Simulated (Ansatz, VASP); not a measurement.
# One calculation of NaCl, two programs

Contents of INCAR:

```
SYSTEM = NaCl
ALGO = Normal ; EDIFF = 1E-6
ENCUT = 520 ; GGA = PS
ISIF = 2 ; ISMEAR = 0
LASPH = .TRUE. ; LCHARG = .FALSE.
LREAL = .FALSE. ; LWAVE = .FALSE.
NBANDS = 14 ; NELM = 60
PREC = Accurate ; SIGMA = 0.02
```

File KPOINTS:

```
k-points
0
G
  8 8 8
  0 0 0
```

POSCAR

```
NaCl
1.0
    0.0000000000      2.8317500000      2.8317500000
    2.8317500000      0.0000000000      2.8317500000
    2.8317500000      2.8317500000      0.0000000000
Na Cl
1 1
Direct
    0.0000000000      0.0000000000      0.0000000000
    0.5158912333      0.5158912333      0.4841087667
```

Input for Ansatz:

```yaml
crystal:
  lattice:
    - [0.0, 2.83175, 2.83175]
    - [2.83175, 0.0, 2.83175]
    - [2.83175, 2.83175, 0.0]
  atoms:
    - { symbol: Na, position: [0.0, 0.0, 0.0] }
    - { symbol: Cl, position: [0.5158912333, 0.5158912333, 0.4841087667] }
basis:
  ecutwfc: 420
kpoints:
  mp_grid: { grid: [8, 8, 8] }
hamiltonian:
  xc: pbesol
scf:
  occupations: { method: gaussian, width: 0.02 }
output:
  forces: true
  stress: true
  eigenvalues: true
  populations: true
```

Change from the starting cell: one atom moved.

Alike in both runs: task single point; functional PBEsol; k mesh 8 × 8 × 8; occupations gaussian, width 0.02 eV; no spin polarisation.

```csv
,VASP,Ansatz
version,VASP 6.6.1,Ansatz 0.2.0
potentials or method,"VASP PAW PBE potentials, release 64 (Na_pv, Cl), cutoff 520 eV","scalar-relativistic, plane waves, PAW"
valence electrons in the cell,14,16
```

|  | VASP | Ansatz | Ansatz less VASP |
| --- | --- | --- | --- |
| gap on the k mesh at the Fermi level (eV) | 4.89 | 4.89 | +0.004 |
| least direct gap on the mesh (eV) | 4.89 | 4.89 | +0.004 |
| pressure (GPa) | -0.7 | -0.7 | -0.01 |
| traceless stress, the component that is largest in VASP (GPa) | 0.20 | 0.19 | -0.003 |
| rms of the force components (eV/Å) | 0.066 | 0.065 | -0.0013 |

VASP's potentials were made for PBE, not for PBEsol. Atom by atom the forces differ by 0.001 eV/Å (rms over components). VASP's potentials hold 14 valence electrons a cell and Ansatz's 16, so a difference there can come from the potentials and not from the codes.
